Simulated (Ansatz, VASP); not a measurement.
**Two plane-wave programs on V**

```
V
1.0
     2.95885    0.00000    0.00000
     0.00000    2.95885    0.00000
     0.00000    0.00000    3.07721
V
2
Direct
  0.00000 0.00000 0.00000
  0.50000 0.50000 0.50000
```

Change from the starting cell: strain along c alone, the other axes held, atoms relaxed: +4.0 %.

Alike in both runs: task single point; functional PBEsol; k mesh 14 × 14 × 14; occupations gaussian, width 0.1 eV; no spin polarisation.

```csv
,VASP,Ansatz
version,VASP 6.6.1,Ansatz 0.2.0
potentials or method,"VASP PAW PBE potentials, release 64 (V_sv), cutoff 520 eV","scalar-relativistic, plane waves, PAW"
valence electrons in the cell,26,26
```

VASP gave:

| Property | Result |
| --- | --- |
| gap on the k mesh at the Fermi level (eV) | none |
| pressure (GPa) | -6.7 |
| traceless stress, the component that is largest in VASP (GPa) | -3.57 |

Question: Estimate Ansatz's values.

Answer: gap on the k mesh at the Fermi level (eV): none; pressure (GPa): -7.1; traceless stress, the component that is largest in VASP (GPa): -3.58.

VASP's potentials were made for PBE, not for PBEsol. A gap of «none» marks a metal or a gap that the smearing closes.
